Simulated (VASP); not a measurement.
Write the native input for VASP 6.6.1 that does the following.

- Task: relaxation of cell and atoms
- Functional: PBE
- Dispersion: D3(BJ)
- Potentials or basis: VASP PAW PBE potentials, release 64 (In_d, Ag, Te)
- Cutoff: 500 eV
- k mesh: 8 × 8 × 8
- Occupations: gaussian, width 0.1 eV
- Spin: no spin polarisation
- Dipole correction: no
- Further INCAR settings: ALGO = Normal; EDIFF = 1e-07; IBRION = 2; EDIFFG = -0.005; NSW = 70; ISIF = 3

The structure of InAgTe2 lies in POSCAR:

```
InAgTe2
1.0
   -3.2846811222      3.2846811222      6.4987725062
    3.2846811222     -3.2846811222      6.4987725062
    3.2846811222      3.2846811222     -6.4987725062
In Ag Te
2 2 4
Direct
    0.5000000000      0.5000000000      0.0000000000
    0.2500000000      0.7500000000      0.5000000000
    0.0000000000      0.0000000000      0.0000000000
    0.7500000000      0.2500000000      0.5000000000
    0.3750000000      0.3694267736      0.4944267736
    0.6305732264      0.1250000000      1.0055732264
    0.8750000000      0.8805732264      0.5055732264
    0.1194267736      0.6250000000     -0.0055732264
```

The input as run:

INCAR

```
ALGO     = Normal         # electronic algorithm
EDIFF    = 1E-7           # SCF threshold, eV
EDIFFG   = -0.005         # ionic threshold
ENCUT    = 500            # plane-wave cutoff, eV
GGA      = PE             # functional
GGA_COMPAT= F            
IBRION   = 2              # ionic algorithm
ISIF     = 3              # what is computed and relaxed
ISMEAR   = 0              # smearing method
IVDW     = 12             # dispersion correction
KPAR     = 4            
LASPH    = T              # aspherical terms in the spheres
LCHARG   = F              # write CHGCAR
LREAL    = F              # projectors in reciprocal space
LWAVE    = F              # write WAVECAR
NELM     = 120            # most SCF steps
NELMIN   = 4            
NSW      = 70             # ionic steps
PREC     = Accurate       # precision mode
SIGMA    = 0.1            # smearing width, eV
```

KPOINTS

```
k-points
0
Gamma
  8 8 8
```

Potentials or basis: VASP PAW PBE potentials, release 64 (In_d, Ag, Te).

The run is started by

```console
$ cat potpaw_PBE.64/In_d/POTCAR potpaw_PBE.64/Ag/POTCAR potpaw_PBE.64/Te/POTCAR > POTCAR
$ mpirun -np 4 vasp_std > vasp.out
```

It gave:

```
Relaxed volume                        : 33.43 Å³/atom
Relaxed cell                          : a = 7.860 Å, b = 7.860 Å, c = 7.860 Å, α = 131.41°, β = 131.41°, γ = 71.16°
Space group after relaxing (to 0.1 Å) : I-42d (No. 122)
Energy gained by relaxing             : 9.6 meV/atom
Ionic steps                           : 9
Pressure after relaxing               : 0.0 GPa
Band gap on the k mesh                : 0.15 eV
Dispersion energy per atom            : -0.350 eV
```

Caveat: spin-orbit coupling is left out, which moves the levels of the heavy elements.

It took 22 min on 4 MPI ranks on Intel(R) Xeon(R) 6975P-C (Granite Rapids), with other jobs on the host, peak memory 0.95 GiB a rank.
